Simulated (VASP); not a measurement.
Input of a VASP 6.6.1 run:

File INCAR:

```
SYSTEM = Ge
PREC = Accurate ; ENCUT = 600
EDIFF = 1E-6 ; ISMEAR = -1
SIGMA = 0.08 ; LREAL = .FALSE.
LASPH = .TRUE. ; NELM = 100
ALGO = Normal ; ISIF = 3
LWAVE = .FALSE. ; LCHARG = .FALSE.
GGA = CA ; IBRION = 2
NSW = 60 ; EDIFFG = -0.005
```

Contents of KPOINTS:

```
regular mesh
0
G
  19 19 19
  0 0 0
```

POSCAR

```
Ge
1.0
   -1.6809877034      1.6809877034      1.6809877034
    1.6809877034     -1.6809877034      1.6809877034
    1.6809877034      1.6809877034     -1.6809877034
Ge
1
Direct
    0.0000000000      0.0000000000      0.0000000000
```

Potentials or basis: VASP PAW LDA potentials, release 64 (Ge_d).

Run with:

```sh
$ cat potpaw_LDA.64/Ge_d/POTCAR > POTCAR
$ mpirun -np 1 vasp_std > vasp.out
```

What does it give for the relaxed volume?

17.87 Å³/atom.

Estimate the space group after relaxing (to 0.1 Å).

Im-3m (No. 229).

Final structure:
```
CELL_PARAMETERS angstrom
-1.64684 1.64684 1.64684
1.64684 -1.64684 1.64684
1.64684 1.64684 -1.64684
ATOMIC_POSITIONS crystal
Ge 0.00000 0.00000 0.00000
```
